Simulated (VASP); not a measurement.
# AgI (F-43m) in VASP: a series of runs

Runs on AgI. Level: PBEsol. Tasks: single point.

Everything below comes from runs of VASP 6.6.1. Logs are shortened: lines on timing, memory, paths and dates and some standing lists are left out, and cuts for length are marked.

### 1 The cell of the first run

The structure is cubic, space group F-43m (No. 216). Conventional cell: a = 6.363 Å, b = 6.363 Å, c = 6.363 Å, α = 90.00°, β = 90.00°, γ = 90.00°. Within 3.6 Å of Ag (site symmetry -43m) lie 4 I at 2.76 Å. I (site symmetry -43m) has 4 Ag at 2.76 Å within 3.6 Å.

### 2 Single point, PBEsol

INCAR reads:

```
SYSTEM = AgI
PREC = Accurate
ENCUT = 500
EDIFF = 1E-6
ISMEAR = 0
SIGMA = 0.01
LREAL = .False.
LASPH = .True.
NELM = 120
ALGO = Normal
ISIF = 2
LWAVE = .False.
LCHARG = .False.
GGA = PS
NBANDS = 16
GGA_COMPAT = .False.
```

KPOINTS reads:

```
Automatic mesh
0
Gamma
  5 5 5
  0 0 0
```

POSCAR reads:

```
AgI
1.0
    0.0000000000      3.1816334684      3.1816334684
    3.1816334684      0.0000000000      3.1816334684
    3.1816334684      3.1816334684      0.0000000000
Ag I
1 1
Direct
    0.0000000000      0.0000000000      0.0000000000
    0.2500000000      0.2500000000      0.2500000000
```

Potentials or basis: VASP PAW PBE potentials, release 64 (Ag, I).

Run with:

```
$ cat potpaw_PBE.64/Ag/POTCAR potpaw_PBE.64/I/POTCAR > POTCAR
$ mpirun -np 1 vasp_std > vasp.out
```

OUTCAR:

```text
SYSTEM = AgI
   PREC = Accurate
   ENCUT = 500
   EDIFF = 1E-6
   ISMEAR = 0
   LREAL = .False.
   LASPH = .True.
   NELM = 120
   ISIF = 2
   GGA = PS

 ion  position               nearest neighbor table
   1  0.000  0.000  0.000-   2 2.76   2 2.76   2 2.76   2 2.76
   2  0.250  0.250  0.250-   1 2.76   1 2.76   1 2.76   1 2.76

  LATTYP: Found a face centered cubic cell.
 ALAT       =     6.3632669368

  Lattice vectors:

 A1 = (   0.0000000000,   3.1816334684,   3.1816334684)
 A2 = (   3.1816334684,   0.0000000000,   3.1816334684)
 A3 = (   3.1816334684,   3.1816334684,   0.0000000000)

Analysis of symmetry for initial positions (statically):
=====================================================================
 Subroutine PRICEL returns:
 Original cell was already a primitive cell.

 Routine SETGRP: Setting up the symmetry group for a
 face centered cubic supercell.

 Subroutine GETGRP returns: Found 24 space group operations
 (whereof 24 operations were pure point group operations)
 out of a pool of 48 trial point group operations.

The static configuration has the point symmetry T_d .

Analysis of symmetry for dynamics (positions and initial velocities):
=====================================================================
 Subroutine PRICEL returns:
 Original cell was already a primitive cell.

 Routine SETGRP: Setting up the symmetry group for a
 face centered cubic supercell.

 Subroutine GETGRP returns: Found 24 space group operations
 (whereof 24 operations were pure point group operations)
 out of a pool of 48 trial point group operations.

The dynamic configuration has the point symmetry T_d .

 Subroutine INISYM returns: Found 24 space group operations
 (whereof 24 operations are pure point group operations),
 and found     1 'primitive' translations

----------------------------------------------------------------------------------------

                                     Primitive cell

  volume of cell :      64.4140

  direct lattice vectors                    reciprocal lattice vectors
     0.000000000  3.181633468  3.181633468    -0.157151980  0.157151980  0.157151980
     3.181633468  0.000000000  3.181633468     0.157151980 -0.157151980  0.157151980
     3.181633468  3.181633468  0.000000000     0.157151980  0.157151980 -0.157151980

  length of vectors
     4.499509202  4.499509202  4.499509202     0.272195214  0.272195214  0.272195214

  position of ions in fractional coordinates (direct lattice)
     0.000000000  0.000000000  0.000000000
     0.250000000  0.250000000  0.250000000

  ion indices of the primitive-cell ions
   primitive index   ion index
                 1           1
                 2           2

----------------------------------------------------------------------------------------

 KPOINTS: Automatic mesh

Automatic generation of k-mesh.
 Grid dimensions read from file:
 generate k-points for:    5    5    5

 Generating k-lattice:

  Cartesian coordinates                     Fractional coordinates (reciprocal lattice)
    -0.031430396  0.031430396  0.031430396     0.200000000  0.000000000  0.000000000
     0.031430396 -0.031430396  0.031430396     0.000000000  0.200000000  0.000000000
     0.031430396  0.031430396 -0.031430396     0.000000000  0.000000000  0.200000000

  Length of vectors
     0.054439043  0.054439043  0.054439043

  Shift w.r.t. Gamma in fractional coordinates (k-lattice)
     0.000000000  0.000000000  0.000000000

 Subroutine IBZKPT returns following result:
 ===========================================

 Found     10 irreducible k-points:

 Following reciprocal coordinates:
            Coordinates               Weight
  0.000000  0.000000  0.000000      1.000000
  0.200000  0.000000  0.000000      8.000000
  0.400000  0.000000  0.000000      8.000000
  0.200000  0.200000  0.000000      6.000000
  0.400000  0.200000  0.000000     24.000000
 -0.400000  0.200000  0.000000     24.000000
 -0.200000  0.200000  0.000000     12.000000
  0.400000  0.400000  0.000000      6.000000
 -0.400000  0.400000  0.000000     12.000000
 -0.400000  0.400000  0.200000     24.000000
   k-points           NKPTS =     10   k-points in BZ     NKDIM =     10   number of bands    NBANDS=     16
   number of dos      NEDOS =    301   number of ions     NIONS =      2
   total plane-waves  NPLWV =  46656
   dimension x,y,z NGX =    36 NGY =   36 NGZ =   36
   dimension x,y,z NGXF=    72 NGYF=   72 NGZF=   72
   ions per type =               1   1
   NGX,Y,Z   is equivalent  to a cutoff of  13.30, 13.30, 13.30 a.u.
   NGXF,Y,Z  is equivalent  to a cutoff of  26.60, 26.60, 26.60 a.u.
 SYSTEM =  AgI
   PREC   = accura    normal or accurate (medium, high low for compatibility)
   ISTART =      0    job   : 0-new  1-cont  2-samecut
   ICHARG =      2    charge: 1-file 2-atom 10-const
   ISPIN  =      1    spin polarized calculation?
   LNONCOLLINEAR =      F non collinear calculations
   LSORBIT =      F    spin-orbit coupling
   LASPH  =      T    aspherical Exc in radial PAW
   ENCUT  =  500.0 eV  36.75 Ry    6.06 a.u.   8.20  8.20  8.20*2*pi/ulx,y,z
   NELM   =    120;   NELMIN=  2; NELMDL= -5     # of ELM steps
   EDIFF  = 0.1E-05   stopping-criterion for ELM
   LREAL  =      F    real-space projection
   EDIFFG = 0.1E-04   stopping-criterion for IOM
   NSW    =      0    number of steps for IOM
   IBRION =     -1    ionic relax: 0-MD 1-quasi-New 2-CG
   NFREE  =      0    steps in history (QN), initial steepest desc. (CG)
   ISIF   =      2    stress and relaxation
   ISYM   =      2    0-nonsym 1-usesym 2-fastsym
   POTIM  = 0.5000    time-step for ionic-motion
   TEBEG  =    0.0;   TEEND  =   0.0 temperature during run
   PSTRESS=    0.0 pullay stress
   NELECT =      18.0000    total number of electrons
   NUPDOWN=      -1.0000    fix difference up-down
   EMIN   =  10.00;   EMAX   =-10.00  energy-range for DOS
   EFERMI =   0.00;   METHOD = LEGACY
   ISMEAR =     0;   SIGMA  =   0.01  broadening in eV -4-tet -1-fermi 0-gaus
   EFERMI_NEDOS =   21; number of points for ismear=-14 and -15
   IALGO  =     38    algorithm
   IMIX   =      4    mixing-type and parameters
     AMIX     =   0.40;   BMIX     =  1.00
     AMIX_MAG =   1.60;   BMIX_MAG =  1.00
  volume/ion in A,a.u.               =      32.21       217.34
  Fermi-wavevector in a.u.,A,eV,Ry     =   1.070300  2.022574 15.586046  1.145542
  Thomas-Fermi vector in A             =   2.206006
   LORBIT       =      0    0 simple, 1 ext, 2 COOP (PROOUT), +10 PAW based schemes
   GGA     = PS    functional components
   LHFCALC =     F    Hartree Fock is set to
   AEXX    =    0.0000 exact exchange contribution
   IVDW    =     0    specifies the selected vdW correction
   LEPSILON=     F    determine dielectric tensor
   LRPA    =     F    only Hartree local field effects (RPA)
 non-spin polarized calculation
 Gauss-broadening in eV      SIGMA  =   0.01
  energy-cutoff  :      500.00
  volume of cell :       64.41
 maximum number of plane-waves:      1642
 NGX is ok and might be reduce to    36
   NGX = 17   NGY = 17   NGZ = 17

 number of electron      18.0000001 magnetization

 Free energy of the ion-electron system (eV)
  ---------------------------------------------------
  ext. energy  EPLUGINS =         0.00000000
  ---------------------------------------------------
  free energy    TOTEN  =        -5.43674328 eV

  energy without entropy =       -5.43674328  energy(sigma->0) =       -5.43674328

 E-fermi :   3.8074     XC(G=0):  -8.9235

 val. band max:        3.7191889402   @ k =   0.0000   0.0000   0.0000
 cond. band min:       4.9159468424   @ k =   0.0000   0.0000   0.0000
 fundamental gap:      1.1967579023
 Fermi energy:         3.8074440411

 k-point     1 :       0.0000    0.0000    0.0000
  band No.  band energies     occupation
      1      -9.4860      2.00000
      2      -0.9100      2.00000
      3      -0.9100      2.00000
      4      -0.9100      2.00000
      5       0.3441      2.00000
      6       0.3441      2.00000
[... 8 lines left out ...]
     15      13.7911      0.00000
     16      13.7911      0.00000

 k-point     2 :       0.2000    0.0000    0.0000
  band No.  band energies     occupation
      1      -9.3708      2.00000
      2      -0.9720      2.00000
      3      -0.8408      2.00000
      4      -0.8408      2.00000
      5       0.3372      2.00000
      6       0.3372      2.00000
[... 8 lines left out ...]
     15      12.8616      0.00000
     16      13.1303      0.00000

 k-point     3 :       0.4000    0.0000    0.0000
  band No.  band energies     occupation
      1      -9.1728      2.00000
      2      -0.9326      2.00000
      3      -0.7389      2.00000
      4      -0.7389      2.00000
      5       0.3663      2.00000
      6       0.3663      2.00000
[... 8 lines left out ...]
     15      13.8744      0.00000
     16      13.8744      0.00000

 k-point     4 :       0.2000    0.2000    0.0000
  band No.  band energies     occupation
      1      -9.3326      2.00000
      2      -1.0629      2.00000
      3      -0.7722      2.00000
      4      -0.7722      2.00000
      5       0.2835      2.00000
      6       0.3785      2.00000
[... 8 lines left out ...]
     15      13.9707      0.00000
     16      14.9638      0.00000

 k-point     5 :       0.4000    0.2000    0.0000
  band No.  band energies     occupation
      1      -9.1607      2.00000
      2      -1.0597      2.00000
      3      -0.6512      2.00000
      4      -0.6402      2.00000
      5       0.3119      2.00000
      6       0.3999      2.00000
[... 8 lines left out ...]
     15      14.4948      0.00000
     16      14.8366      0.00000

 k-point     6 :      -0.4000    0.2000    0.0000
  band No.  band energies     occupation
      1      -9.0916      2.00000
      2      -0.8356      2.00000
      3      -0.6655      2.00000
      4      -0.6350      2.00000
      5       0.3181      2.00000
      6       0.3533      2.00000
[... 8 lines left out ...]
     15      13.6621      0.00000
     16      14.7132      0.00000

 k-point     7 :      -0.2000    0.2000    0.0000
  band No.  band energies     occupation
      1      -9.2265      2.00000
      2      -0.9566      2.00000
      3      -0.7650      2.00000
      4      -0.7549      2.00000
      5       0.3017      2.00000
      6       0.3823      2.00000
[... 8 lines left out ...]
     15      14.1446      0.00000
     16      15.0057      0.00000

 k-point     8 :       0.4000    0.4000    0.0000
  band No.  band energies     occupation
      1      -9.0693      2.00000
      2      -1.2441      2.00000
      3      -0.4398      2.00000
      4      -0.4398      2.00000
      5       0.3447      2.00000
      6       0.4348      2.00000
[... 8 lines left out ...]
     15      14.3686      0.00000
     16      16.6693      0.00000

 k-point     9 :      -0.4000    0.4000    0.0000
  band No.  band energies     occupation
      1      -9.0261      2.00000
      2      -1.0994      2.00000
      3      -0.4398      2.00000
      4      -0.3557      2.00000
      5       0.3988      2.00000
      6       0.4756      2.00000
[... 8 lines left out ...]
     15      14.4409      0.00000
     16      16.2588      0.00000

 k-point    10 :      -0.4000    0.4000    0.2000
  band No.  band energies     occupation
      1      -9.0518      2.00000
      2      -0.9340      2.00000
      3      -0.6453      2.00000
      4      -0.4147      2.00000
      5       0.3199      2.00000
      6       0.4116      2.00000
[... 8 lines left out ...]
     15      14.4571      0.00000
     16      16.0340      0.00000

------------------------ aborting loop because EDIFF is reached ----------------------------------------

  FORCE on cell =-STRESS in cart. coord.  units (eV):
  Direction    XX          YY          ZZ          XY          YZ          ZX
  --------------------------------------------------------------------------------------
  -------------------------------------------------------------------------------------
  Total        0.6310240      0.6310240      0.6310240      0.0000000      0.0000000      0.0000000
  in kB       15.6955310     15.6955310     15.6955310      0.0000000      0.0000000      0.0000000
  external PRESSURE =      15.6955310 kB  Pullay stress =       0.0000000 kB

 VOLUME and BASIS-vectors are now :
 -----------------------------------------------------------------------------
  energy-cutoff  :      500.00
  volume of cell :       64.41
      direct lattice vectors                 reciprocal lattice vectors
     0.000000000  3.181633468  3.181633468    -0.157151980  0.157151980  0.157151980
     3.181633468  0.000000000  3.181633468     0.157151980 -0.157151980  0.157151980
     3.181633468  3.181633468  0.000000000     0.157151980  0.157151980 -0.157151980

 POSITION                                       TOTAL-FORCE (eV/Angst)
 -----------------------------------------------------------------------------------
      0.00000      0.00000      0.00000         0.000000      0.000000      0.000000
      1.59082      1.59082      1.59082        -0.000000     -0.000000     -0.000000
 -----------------------------------------------------------------------------------
    total drift:                                0.000000      0.000000     -0.000000

  FREE ENERGIE OF THE ION-ELECTRON SYSTEM (eV)
  ---------------------------------------------------
  free  energy   TOTEN  =        -5.4367432826 eV

  energy  without entropy=       -5.4367432826  energy(sigma->0) =       -5.43674328
```

Run time: 12 s. Hardware: 1 thread of Intel Xeon 8259CL, shared host; peak memory 0.2 GiB.

Results:

* Free energy: -5.4367 eV
* Pressure: 1.6 GPa
* Band gap on the k mesh: 1.20 eV, direct

Caveat: the PAW data sets were made with another functional, which shifts forces and pressure a little; spin-orbit coupling is left out, which moves the levels of the heavy elements.

### 3 Single point, PBEsol

This run uses another cell than the first one, of 33.22 Å³/atom, 1.032 times its volume.

INCAR reads:

```
PREC = Accurate ; ENCUT = 500
EDIFF = 1E-6 ; ISMEAR = 0
SIGMA = 0.01 ; LREAL = False
LASPH = True ; NELM = 120
ALGO = Normal ; ISIF = 2
LWAVE = False ; LCHARG = False
GGA = PS ; NBANDS = 16
GGA_COMPAT = False
```

KPOINTS reads:

```
regular mesh
0
Gamma
  5 5 5
```

POSCAR reads:

```
AgI
1.0
    0.0000000000      3.2147778690      3.2147778690
    3.2147778690      0.0000000000      3.2147778690
    3.2147778690      3.2147778690      0.0000000000
Ag I
1 1
Direct
    0.0000000000      0.0000000000      0.0000000000
    0.2500000000      0.2500000000      0.2500000000
```

Potentials or basis: VASP PAW PBE potentials, release 64 (Ag, I).

Run with:

```
$ cat potpaw_PBE.64/Ag/POTCAR potpaw_PBE.64/I/POTCAR > POTCAR
$ mpirun -np 1 vasp_std > vasp.out
```

Wall time 12 s (1 thread of Intel Xeon 8259CL, shared host); peak memory 0.2 GiB.

It converged, with:

```
Free energy            : -5.4488 eV
Pressure               : 0.4 GPa
Band gap on the k mesh : 1.20 eV, direct
```

Levels at points of the mesh, in eV from the valence-band top:
| k point | band 7 | band 8 | band 9 | band 10 | band 11 | band 12 |
| --- | --- | --- | --- | --- | --- | --- |
| (0.00, 0.00, 0.00) | 0.00 | 0.00 | 0.00 | 1.20 | 5.61 | 5.61 |

Caveat: the PAW data sets were made with another functional, which shifts forces and pressure a little; spin-orbit coupling is left out, which moves the levels of the heavy elements. A hybrid or GW would open this gap; PBEsol tends to underestimate it.

### 4 Single point, PBEsol

This run uses another cell than the first one, of 34.24 Å³/atom, 1.063 times its volume.

INCAR reads:

```
SYSTEM = AgI
PREC = Accurate ; ENCUT = 500
EDIFF = 1E-6 ; ISMEAR = 0
SIGMA = 0.01 ; LREAL = .FALSE.
LASPH = .TRUE. ; NELM = 120
ALGO = Normal ; ISIF = 2
LWAVE = .FALSE. ; LCHARG = .FALSE.
GGA = PS ; NBANDS = 16
GGA_COMPAT = .FALSE.
```

KPOINTS reads:

```
regular mesh
0
G
  5 5 5
  0 0 0
```

POSCAR reads:

```
AgI
1.0
    0.0000000000      3.2472525707      3.2472525707
    3.2472525707      0.0000000000      3.2472525707
    3.2472525707      3.2472525707      0.0000000000
Ag I
1 1
Direct
    0.0000000000      0.0000000000      0.0000000000
    0.2500000000      0.2500000000      0.2500000000
```

Run with:

```
$ cat potpaw_PBE.64/Ag/POTCAR potpaw_PBE.64/I/POTCAR > POTCAR
$ mpirun -np 1 vasp_std > vasp.out
```

Run time: 13 s. Hardware: 1 thread of Intel Xeon 8259CL, shared host; peak memory 0.21 GiB.

Results (log left out):

```
Free energy            : -5.4468 eV
Pressure               : -0.7 GPa
Band gap on the k mesh : 1.20 eV, direct
```

Levels at points of the mesh, in eV from the valence-band top:
```
           k point  band 7  band 8  band 9  band 10  band 11  band 12
(0.00, 0.00, 0.00)    0.00    0.00    0.00     1.20     5.67     5.67
```

Caveat: the PAW data sets were made with another functional, which shifts forces and pressure a little; spin-orbit coupling is left out, which moves the levels of the heavy elements.

### 5 Single point, PBEsol

This run uses another cell than the first one, of 35.26 Å³/atom, 1.095 times its volume.

INCAR reads:

```
ALGO = Normal
EDIFF = 1E-6
ENCUT = 500
GGA = PS
GGA_COMPAT = F
ISIF = 2
ISMEAR = 0
LASPH = T
LCHARG = F
LREAL = F
LWAVE = F
NBANDS = 16
NELM = 120
PREC = Accurate
SIGMA = 0.01
```

KPOINTS reads:

```
k-points
0
Gamma
  5 5 5
```

POSCAR reads:

```
AgI
1.0
    0.0000000000      3.2790904105      3.2790904105
    3.2790904105      0.0000000000      3.2790904105
    3.2790904105      3.2790904105      0.0000000000
Ag I
1 1
Direct
    0.0000000000      0.0000000000      0.0000000000
    0.2500000000      0.2500000000      0.2500000000
```

Run with:

```
$ cat potpaw_PBE.64/Ag/POTCAR potpaw_PBE.64/I/POTCAR > POTCAR
$ mpirun -np 1 vasp_std > vasp.out
```

It took 14 s on 1 thread of Intel Xeon 8259CL, shared host; peak memory 0.2 GiB.

Results (log left out):

| Item | Value |
| --- | --- |
| Free energy | -5.4333 eV |
| Pressure | -1.5 GPa |
| Band gap on the k mesh | 1.21 eV, direct |

Levels at points of the mesh, in eV from the valence-band top:
```tsv
k point	band 6	band 7	band 8	band 9	band 10	band 11	band 12	band 13
(0.00, 0.00, 0.00)	-2.96	0.00	0.00	0.00	1.21	5.72	5.72	5.72
```

Caveat: the PAW data sets were made with another functional, which shifts forces and pressure a little; spin-orbit coupling is left out, which moves the levels of the heavy elements. A hybrid or GW would open this gap; PBEsol tends to underestimate it.

### 6 Single point, PBEsol

This run uses another cell than the first one, of 36.28 Å³/atom, 1.126 times its volume.

INCAR reads:

```
SYSTEM = AgI
ALGO = Normal
EDIFF = 1E-6
ENCUT = 500
GGA = PS
GGA_COMPAT = .FALSE.
ISIF = 2
ISMEAR = 0
LASPH = .TRUE.
LCHARG = .FALSE.
LREAL = .FALSE.
LWAVE = .FALSE.
NBANDS = 16
NELM = 120
PREC = Accurate
SIGMA = 0.01
```

KPOINTS reads:

```
k-points
0
G
  5 5 5
  0 0 0
```

POSCAR reads:

```
AgI
1.0
    0.0000000000      3.3103217226      3.3103217226
    3.3103217226      0.0000000000      3.3103217226
    3.3103217226      3.3103217226      0.0000000000
Ag I
1 1
Direct
    0.0000000000      0.0000000000      0.0000000000
    0.2500000000      0.2500000000      0.2500000000
```

Potentials or basis: VASP PAW PBE potentials, release 64 (Ag, I).

Run with:

```
$ cat potpaw_PBE.64/Ag/POTCAR potpaw_PBE.64/I/POTCAR > POTCAR
$ mpirun -np 1 vasp_std > vasp.out
```

It took 13 s on 1 thread of Intel Xeon 8259CL, shared host; peak memory 0.21 GiB.

Results (log left out):

```yaml
Free_energy: -5.4101 eV
Pressure: -2.2 GPa
Band_gap_on_the_k_mesh: 1.21 eV, direct
```

Levels at points of the mesh, in eV from the valence-band top:
```
           k point  band 6  band 7  band 8  band 9  band 10  band 11  band 12  band 13
(0.00, 0.00, 0.00)   -2.85    0.00    0.00    0.00     1.21     5.77     5.77     5.77
```

Caveat: the PAW data sets were made with another functional, which shifts forces and pressure a little; spin-orbit coupling is left out, which moves the levels of the heavy elements. As with any semilocal functional, this PBEsol gap is likely too small.

### 7 Summary

```tsv
cell	gap on the mesh (eV)	pressure (GPa)
a = 4.500 Å, angles 60.0°, 2 atoms	1.20	1.6
a = 4.546 Å, angles 60.0°, 2 atoms	1.20	0.4
a = 4.592 Å, angles 60.0°, 2 atoms	1.20	-0.7
a = 4.637 Å, angles 60.0°, 2 atoms	1.21	-1.5
a = 4.682 Å, angles 60.0°, 2 atoms	1.21	-2.2
```

Alike in all rows: task single point; level PBEsol; potentials or basis VASP PAW PBE potentials, release 64 (Ag, I); no spin polarisation; k mesh 5 × 5 × 5; cutoff (eV) 500; smearing gaussian 0.01 eV.

Caveats: the PAW data sets were made with another functional, which shifts forces and pressure a little; spin-orbit coupling is left out, which moves the levels of the heavy elements.

Absolute energies hang on the potentials; compare differences alone.
